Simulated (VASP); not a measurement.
Ge:

```
Ge
1.0
     1.48805   -2.59469    0.00000
     1.48805    2.59469    0.00000
     0.00000    0.00000    4.72760
Ge
2
Direct
  0.33345 0.66655 0.25000
  0.66655 0.33345 0.75000
```

- Program: VASP 6.6.1
- Task: relaxation of cell and atoms
- Functional: LDA
- Potentials or basis: VASP PAW LDA potentials, release 64 (Ge_d)
- Cutoff: 600 eV
- k mesh: 10 × 10 × 6
- Occupations: fermi-dirac, width 0.05 eV
- Spin: no spin polarisation

At the start: pressure -1.1 GPa; volume 18.25 Å³/atom.

Q: Where does the relaxation end?

A: Over 13 steps the energy falls by 3.7 meV/atom and the volume is 17.95 Å³/atom (-1.7 %); space group Cmcm (No. 63, to 0.05 Å).

The path:
| step | energy change (eV) | largest force (eV/Å) | pressure (GPa) | volume (Å³) |
| --- | --- | --- | --- | --- |
| 1 | 0.0000 | 0.0002 | -1.08 | 36.51 |
| 2 | -0.0053 | 0.0020 | 0.25 | 35.86 |
| 3 | -0.0056 | 0.0032 | 0.57 | 35.68 |
| 4 | -0.0070 | 0.0056 | 0.13 | 35.85 |
| 5 | -0.0070 | 0.0056 | 0.15 | 35.85 |
| 6 | -0.0072 | 0.0059 | 0.00 | 35.94 |
| 7 | -0.0072 | 0.0060 | -0.14 | 36.00 |
| 8 | -0.0073 | 0.0067 | -0.12 | 35.97 |
| 9 | -0.0073 | 0.0068 | -0.13 | 35.97 |
| 10 | -0.0073 | 0.0073 | 0.07 | 35.87 |
| 11 | -0.0073 | 0.0078 | -0.07 | 35.90 |
| 12 | -0.0073 | 0.0072 | 0.16 | 35.88 |
| 13 | -0.0073 | 0.0078 | 0.01 | 35.89 |

Final structure:
```xyz
2
Lattice="1.4578 -2.5749 0.0000 1.4578 2.5749 0.0000 0.0000 0.0000 4.7805" Properties=species:S:1:pos:R:3 pbc="T T T"
Ge    1.4578    0.8560    1.1951
Ge    1.4578   -0.8560    3.5854
```
